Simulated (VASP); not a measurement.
AgCl:

```
CELL_PARAMETERS angstrom
0.09244 2.86562 2.86562
2.86562 0.09244 2.86562
2.86562 2.86562 0.09244
ATOMIC_POSITIONS crystal
Ag 0.00000 0.00000 0.00000
Cl 0.50000 0.50000 0.50000
```

This cell differs from its parent crystal: strain along [111] +5.0%.

Base run:

```yaml
Program: VASP 6.6.1
Functional: r2SCAN
Potentials_or_basis: VASP PAW PBE potentials, release 64 (Ag, Cl)
Cutoff: 520 eV
k_mesh: 8 × 8 × 8
Occupations: gaussian, width 0.01 eV
Spin: no spin polarisation
```

Its results: band gap on the k mesh 1.38 eV (least direct gap 3.51 eV); pressure -2.3 GPa.

**Question.** The run is repeated on the same cell with these changes: functional from r2SCAN to PBE; occupations from gaussian, width 0.01 eV to fermi-dirac, width 0.02 eV. What comes out?

**Answer.** Band gap on the k mesh 0.88 eV (least direct gap 2.96 eV); pressure -0.7 GPa.

Caveats: the PAW data sets were made with another functional, which shifts forces and pressure a little (at least some runs).

A k mesh can miss the band edges.
